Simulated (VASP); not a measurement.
Runs of VASP 6.6.1 on Se. The structure is that of space group P6/mmm (No. 191), or close to it. The cells are those of the table. This isn't the form of Se at room conditions, which is trigonal, of chains.

```tsv
cell	k mesh	gap on the mesh (eV)	pressure (GPa)
a = 6.621, b = 6.621, c = 2.413 Å, angles 90.0, 90.0, 120.0°, 3 atoms	7 × 7 × 15	none	(b)
a = 6.705, b = 6.705, c = 2.444 Å, angles 90.0, 90.0, 120.0°, 3 atoms	7 × 7 × 15	none	-2.1
a = 6.535, b = 6.535, c = 2.382 Å, angles 90.0, 90.0, 120.0°, 3 atoms	7 × 7 × 15	none	0.7
a = 6.535, b = 6.535, c = 2.382 Å, angles 90.0, 90.0, 120.0°, 3 atoms	7 × 7 × 10	none	-0.1
a = 6.263, b = 6.263, c = 2.283 Å, angles 90.0, 90.0, 120.0°, 3 atoms	7 × 7 × 15	none	(c)
a = 6.447, b = 6.447, c = 2.350 Å, angles 90.0, 90.0, 120.0°, 3 atoms	7 × 7 × 15	none	(a)
a = 6.356, b = 6.356, c = 2.317 Å, angles 90.0, 90.0, 120.0°, 3 atoms	7 × 7 × 15	none	4.6
a = 6.787, b = 6.787, c = 2.474 Å, angles 90.0, 90.0, 120.0°, 3 atoms	7 × 7 × 15	none	-3.3
```

Alike in all rows: task single point; level r2SCAN; potentials or basis VASP PAW PBE potentials, release 64 (Se); no spin polarisation; cutoff (eV) 520; smearing fermi-dirac 0.1 eV.

Task: Fill in the values left out.

Result: (a) 2.5; (b) -0.8; (c) 7.2.

Caveats: the PAW data sets were made with another functional, which shifts forces and pressure a little; the stress differs along the axes, from 2 to 18 GPa (at least some runs); the stress differs along the axes, from 0 to 7 GPa (at least some runs); the stress differs along the axes, from 1 to 12 GPa (at least some runs); the stress differs along the axes, from -8 to -1 GPa (at least some runs).

A k mesh can miss the band edges, and the runs leave out spin-orbit coupling on Se.

A gap of «none» marks levels without a gap at the run's occupations.
